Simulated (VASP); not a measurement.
# Ag (Fm-3m) in VASP: a series of runs

Runs on Ag. Level: LDA. Tasks: single point, relaxation of volume and atoms at fixed shape.

Program: VASP 6.6.1. These are calculated values, not measurements. Logs are shortened: lines on timing, memory, paths and dates and some standing lists are left out, and cuts for length are marked.

**1. The cell of the first run**

It takes space group Fm-3m (No. 225, cubic). Conventional cell: a = 3.999 Å, b = 3.999 Å, c = 3.999 Å, α = 90.00°, β = 90.00°, γ = 90.00°. Within 3.7 Å of Ag (site symmetry m-3m) lie 12 Ag at 2.83 Å.

**2. Single point, LDA**

INCAR

```
SYSTEM = Ag
  PREC = Accurate
  ENCUT = 500
  EDIFF = 1E-6
  ISMEAR = -1
  SIGMA = 0.1
  LREAL = .False.
  LASPH = .True.
  NELM = 120
  ALGO = Normal
  ISIF = 2
  LWAVE = .False.
  LCHARG = .True.
  GGA = CA
  LELF = .True.
  LVHAR = .True.
  NBANDS = 12
  GGA_COMPAT = .False.
```

KPOINTS

```
Automatic mesh
0
Gamma
  11 11 11
  0 0 0
```

POSCAR

```
Ag
1.0
    0.0000000000      1.9993993450      1.9993993450
    1.9993993450      0.0000000000      1.9993993450
    1.9993993450      1.9993993450      0.0000000000
Ag
1
Direct
    0.0000000000      0.0000000000      0.0000000000
```

Potentials or basis: VASP PAW LDA potentials, release 64 (Ag).

Run with:

```sh
$ cat potpaw_LDA.64/Ag/POTCAR > POTCAR
$ mpirun -np 1 vasp_std > vasp.out
```

OUTCAR:

```text
SYSTEM = Ag
   PREC = Accurate
   ENCUT = 500
   EDIFF = 1E-6
   ISMEAR = -1
   LREAL = .False.
   LASPH = .True.
   NELM = 120
   ISIF = 2
   GGA = CA

 ion  position               nearest neighbor table
   1  0.000  0.000  0.000-

  LATTYP: Found a face centered cubic cell.
 ALAT       =     3.9987986900

  Lattice vectors:

 A1 = (   0.0000000000,   1.9993993450,   1.9993993450)
 A2 = (   1.9993993450,   0.0000000000,   1.9993993450)
 A3 = (   1.9993993450,   1.9993993450,   0.0000000000)

Analysis of symmetry for initial positions (statically):
=====================================================================
 Subroutine PRICEL returns:
 Original cell was already a primitive cell.

 Routine SETGRP: Setting up the symmetry group for a
 face centered cubic supercell.

 Subroutine GETGRP returns: Found 48 space group operations
 (whereof 48 operations were pure point group operations)
 out of a pool of 48 trial point group operations.

The static configuration has the point symmetry O_h .

Analysis of symmetry for dynamics (positions and initial velocities):
=====================================================================
 Subroutine PRICEL returns:
 Original cell was already a primitive cell.

 Routine SETGRP: Setting up the symmetry group for a
 face centered cubic supercell.

 Subroutine GETGRP returns: Found 48 space group operations
 (whereof 48 operations were pure point group operations)
 out of a pool of 48 trial point group operations.

The dynamic configuration has the point symmetry O_h .

 Subroutine INISYM returns: Found 48 space group operations
 (whereof 48 operations are pure point group operations),
 and found     1 'primitive' translations

----------------------------------------------------------------------------------------

                                     Primitive cell

  volume of cell :      15.9856

  direct lattice vectors                    reciprocal lattice vectors
     0.000000000  1.999399345  1.999399345    -0.250075104  0.250075104  0.250075104
     1.999399345  0.000000000  1.999399345     0.250075104 -0.250075104  0.250075104
     1.999399345  1.999399345  0.000000000     0.250075104  0.250075104 -0.250075104

  length of vectors
     2.827577670  2.827577670  2.827577670     0.433142787  0.433142787  0.433142787

  position of ions in fractional coordinates (direct lattice)
     0.000000000  0.000000000  0.000000000

  ion indices of the primitive-cell ions
   primitive index   ion index
                 1           1

----------------------------------------------------------------------------------------

 KPOINTS: Automatic mesh

Automatic generation of k-mesh.
 Grid dimensions read from file:
 generate k-points for:   11   11   11

 Generating k-lattice:

  Cartesian coordinates                     Fractional coordinates (reciprocal lattice)
    -0.022734100  0.022734100  0.022734100     0.090909091  0.000000000  0.000000000
     0.022734100 -0.022734100  0.022734100     0.000000000  0.090909091  0.000000000
     0.022734100  0.022734100 -0.022734100     0.000000000  0.000000000  0.090909091

  Length of vectors
     0.039376617  0.039376617  0.039376617

  Shift w.r.t. Gamma in fractional coordinates (k-lattice)
     0.000000000  0.000000000  0.000000000

 Subroutine IBZKPT returns following result:
 ===========================================

 Found     56 irreducible k-points:

 Following reciprocal coordinates:
            Coordinates               Weight
  0.000000  0.000000  0.000000      1.000000
  0.090909  0.000000  0.000000      8.000000
  0.181818  0.000000  0.000000      8.000000
  0.272727  0.000000  0.000000      8.000000
  0.363636  0.000000  0.000000      8.000000
  0.454545  0.000000  0.000000      8.000000
[... 16 lines left out ...]
 -0.272727  0.181818  0.000000     24.000000
 -0.181818  0.181818  0.000000     12.000000
 [... further k-points ...]
   k-points           NKPTS =     56   k-points in BZ     NKDIM =     56   number of bands    NBANDS=     12
   number of dos      NEDOS =    301   number of ions     NIONS =      1
   total plane-waves  NPLWV =  13824
   dimension x,y,z NGX =    24 NGY =   24 NGZ =   24
   dimension x,y,z NGXF=    48 NGYF=   48 NGZF=   48
   ions per type =               1
   NGX,Y,Z   is equivalent  to a cutoff of  14.11, 14.11, 14.11 a.u.
   NGXF,Y,Z  is equivalent  to a cutoff of  28.22, 28.22, 28.22 a.u.
 SYSTEM =  Ag
   PREC   = accura    normal or accurate (medium, high low for compatibility)
   ISTART =      0    job   : 0-new  1-cont  2-samecut
   ICHARG =      2    charge: 1-file 2-atom 10-const
   ISPIN  =      1    spin polarized calculation?
   LNONCOLLINEAR =      F non collinear calculations
   LSORBIT =      F    spin-orbit coupling
   LASPH  =      T    aspherical Exc in radial PAW
   ENCUT  =  500.0 eV  36.75 Ry    6.06 a.u.   5.16  5.16  5.16*2*pi/ulx,y,z
   NELM   =    120;   NELMIN=  2; NELMDL= -5     # of ELM steps
   EDIFF  = 0.1E-05   stopping-criterion for ELM
   LREAL  =      F    real-space projection
   EDIFFG = 0.1E-04   stopping-criterion for IOM
   NSW    =      0    number of steps for IOM
   IBRION =     -1    ionic relax: 0-MD 1-quasi-New 2-CG
   NFREE  =      0    steps in history (QN), initial steepest desc. (CG)
   ISIF   =      2    stress and relaxation
   ISYM   =      2    0-nonsym 1-usesym 2-fastsym
   POTIM  = 0.5000    time-step for ionic-motion
   TEBEG  =    0.0;   TEEND  =   0.0 temperature during run
   PSTRESS=    0.0 pullay stress
   NELECT =      11.0000    total number of electrons
   NUPDOWN=      -1.0000    fix difference up-down
   EMIN   =  10.00;   EMAX   =-10.00  energy-range for DOS
   EFERMI =   0.00;   METHOD = LEGACY
   ISMEAR =    -1;   SIGMA  =   0.10  broadening in eV -4-tet -1-fermi 0-gaus
   EFERMI_NEDOS =   21; number of points for ismear=-14 and -15
   IALGO  =     38    algorithm
   IMIX   =      4    mixing-type and parameters
     AMIX     =   0.40;   BMIX     =  1.00
     AMIX_MAG =   1.60;   BMIX_MAG =  1.00
  volume/ion in A,a.u.               =      15.99       107.88
  Fermi-wavevector in a.u.,A,eV,Ry     =   1.445316  2.731251 28.421737  2.088939
  Thomas-Fermi vector in A             =   2.563512
   LORBIT       =      0    0 simple, 1 ext, 2 COOP (PROOUT), +10 PAW based schemes
   GGA     = CA    functional components
   LHFCALC =     F    Hartree Fock is set to
   AEXX    =    0.0000 exact exchange contribution
   IVDW    =     0    specifies the selected vdW correction
   LEPSILON=     F    determine dielectric tensor
   LRPA    =     F    only Hartree local field effects (RPA)
 non-spin polarized calculation
  energy-cutoff  :      500.00
  volume of cell :       15.99
 maximum number of plane-waves:       416
 NGX is ok and might be reduce to    24
   NGX = 11   NGY = 11   NGZ = 11

 number of electron      11.0000002 magnetization

 Free energy of the ion-electron system (eV)
  ---------------------------------------------------
  ext. energy  EPLUGINS =         0.00000000
  ---------------------------------------------------
  free energy    TOTEN  =        -3.79106820 eV

  energy without entropy =       -3.78340740  energy(sigma->0) =       -3.78723780

 E-fermi :   9.2620     XC(G=0): -12.9675

 val. band max:        9.1954178933   @ k =  -0.4545   0.0909   0.0000
 cond. band min:       9.3334042525   @ k =   0.4545   0.3636   0.0000
 fundamental gap:      0.1379863593
 Fermi energy:         9.2619549231

 k-point     1 :       0.0000    0.0000    0.0000
  band No.  band energies     occupation
      1       0.7723      2.00000
      2       4.0627      2.00000
      3       4.0627      2.00000
      4       4.0627      2.00000
      5       5.2432      2.00000
      6       5.2432      2.00000
      7      25.2282      0.00000
      8      29.1183      0.00000
      9      29.1183      0.00000
     10      29.1183      0.00000
     11      34.3041      0.00000
     12      35.7408      0.00000

 k-point     2 :       0.0909    0.0000    0.0000
  band No.  band energies     occupation
      1       1.0415      2.00000
      2       3.9983      2.00000
      3       4.1394      2.00000
      4       4.1394      2.00000
      5       5.2148      2.00000
      6       5.2148      2.00000
      7      25.2821      0.00000
      8      27.3284      0.00000
      9      29.2808      0.00000
     10      29.2808      0.00000
     11      33.9759      0.00000
     12      35.2759      0.00000

 k-point     3 :       0.1818    0.0000    0.0000
  band No.  band energies     occupation
      1       1.7436      2.00000
      2       3.9446      2.00000
      3       4.2776      2.00000
      4       4.2776      2.00000
      5       5.2225      2.00000
      6       5.2225      2.00000
      7      23.3240      0.00000
      8      26.2074      0.00000
      9      29.5727      0.00000
     10      29.5727      0.00000
     11      32.5753      0.00000
     12      33.9475      0.00000
[... 286 lines left out ...]
 k-point    23 :      -0.2727    0.1818    0.0000
  band No.  band energies     occupation
      1       3.0780      2.00000
      2       3.8533      2.00000
      3       4.2960      2.00000
      4       4.6110      2.00000
      5       5.2525      2.00000
      6       7.7535      2.00000
      7      18.1525      0.00000
      8      21.3898      0.00000
      9      26.8198      0.00000
     10      28.6976      0.00000
     11      31.7621      0.00000
     12      34.6547      0.00000

 k-point    24 :      -0.1818    0.1818    0.0000
  band No.  band energies     occupation
      1       2.9434      2.00000
      2       3.6005      2.00000
      3       4.2874      2.00000
      4       4.7541      2.00000
      5       4.7940      2.00000
      6       6.4623      2.00000
      7      21.4665      0.00000
      8      21.9604      0.00000
      9      28.1596      0.00000
     10      29.9141      0.00000
     11      31.0081      0.00000
     12      34.6815      0.00000

 [... further k-points ...]
[... 5 lines left out ...]
  --------------------------------------------------------------------------------------
  -------------------------------------------------------------------------------------
  Total        0.0173563      0.0173563      0.0173563      0.0000000     -0.0000000      0.0000000
  in kB        1.7395611      1.7395611      1.7395611      0.0000000     -0.0000000      0.0000000
  external PRESSURE =       1.7395611 kB  Pullay stress =       0.0000000 kB

 VOLUME and BASIS-vectors are now :
 -----------------------------------------------------------------------------
  energy-cutoff  :      500.00
  volume of cell :       15.99
      direct lattice vectors                 reciprocal lattice vectors
     0.000000000  1.999399345  1.999399345    -0.250075104  0.250075104  0.250075104
     1.999399345  0.000000000  1.999399345     0.250075104 -0.250075104  0.250075104
     1.999399345  1.999399345  0.000000000     0.250075104  0.250075104 -0.250075104

 POSITION                                       TOTAL-FORCE (eV/Angst)
 -----------------------------------------------------------------------------------
      0.00000      0.00000      0.00000        -0.000000     -0.000000     -0.000000
 -----------------------------------------------------------------------------------
    total drift:                               -0.000000     -0.000000     -0.000000

  FREE ENERGIE OF THE ION-ELECTRON SYSTEM (eV)
  ---------------------------------------------------
  free  energy   TOTEN  =        -3.7910682027 eV

  energy  without entropy=       -3.7834073997  energy(sigma->0) =       -3.78723780
```

Run time: 20 s. Hardware: 1 thread of Intel Xeon 8259CL, shared host; peak memory 0.13 GiB.

What came out:

- Free energy: -3.7911 eV
- Pressure: 0.2 GPa

Levels at points of the mesh, in eV from the Fermi level:
```tsv
k point	band 3	band 4	band 5	band 6	band 7	band 8	band 9	band 10
(0.00, 0.00, 0.00)	-5.20	-5.20	-4.02	-4.02	15.97	19.86	19.86	19.86
```

**3. Relaxation of volume and atoms at fixed shape, LDA**

This run uses another cell than the first one, of 17.05 Å³/atom, 1.066 times its volume.

INCAR

```
SYSTEM = Ag
  ALGO = Normal
  EDIFF = 1E-7
  EDIFFG = -0.03
  ENCUT = 500
  GGA_COMPAT = .False.
  IBRION = 2
  ISIF = 8
  ISMEAR = -1
  LASPH = .True.
  LCHARG = .False.
  LREAL = .False.
  LWAVE = .False.
  NELM = 120
  NELMIN = 4
  NSW = 60
  PREC = Accurate
  SIGMA = 0.1
```

KPOINTS

```
k-points
0
Gamma
  11 11 11
  0 0 0
```

POSCAR

```
Ag
1.0
    0.0000000000      2.0427500000      2.0427500000
    2.0427500000      0.0000000000      2.0427500000
    2.0427500000      2.0427500000      0.0000000000
Ag
1
Direct
    0.0000000000      0.0000000000      0.0000000000
```

Potentials or basis: VASP PAW LDA potentials, release 64 (Ag).

Run with:

```sh
$ cat potpaw_LDA.64/Ag/POTCAR > POTCAR
$ mpirun -np 1 vasp_std > vasp.out
```

Run time: 34 s. Hardware: 1 thread of Intel Xeon 8259CL, shared host; peak memory 0.14 GiB.

The run converged. Its results:

```
Free energy                            : -3.7915 eV
Relaxed volume                         : 16.01 Å³/atom
Relaxed cell                           : a = 2.829 Å, b = 2.829 Å, c = 2.829 Å, α = 60.00°, β = 60.00°, γ = 60.00°
Space group after relaxing (to 0.05 Å) : Fm-3m (No. 225)
Energy gained by relaxing              : 25.5 meV/atom
Ionic steps                            : 3
Pressure after relaxing                : -0.1 GPa
```

Step by step:
| step | energy change (eV) | largest force (eV/Å) | pressure (GPa) | volume (Å³) |
| --- | --- | --- | --- | --- |
| 1 | 0.0000 | 0.0000 | -7.27 | 17.05 |
| 2 | -0.0067 | 0.0000 | 8.08 | 15.21 |
| 3 | -0.0255 | 0.0000 | -0.07 | 16.01 |

Final structure:
```cif
data_structure
_symmetry_space_group_name_H-M 'P 1'
_symmetry_Int_Tables_number 1
_cell_length_a 2.8289
_cell_length_b 2.8289
_cell_length_c 2.8289
_cell_angle_alpha 60.000
_cell_angle_beta 60.000
_cell_angle_gamma 60.000
_cell_volume 16.01
loop_
_atom_site_label
_atom_site_type_symbol
_atom_site_fract_x
_atom_site_fract_y
_atom_site_fract_z
_atom_site_occupancy
Ag1 Ag 0.00000 0.00000 0.00000 1
```

Levels at points of the mesh, in eV from the Fermi level:
```tsv
k point	band 3	band 4	band 5	band 6	band 7	band 8	band 9
(0.00, 0.00, 0.00)	-5.19	-5.19	-4.02	-4.02	15.96	19.85	19.85
```
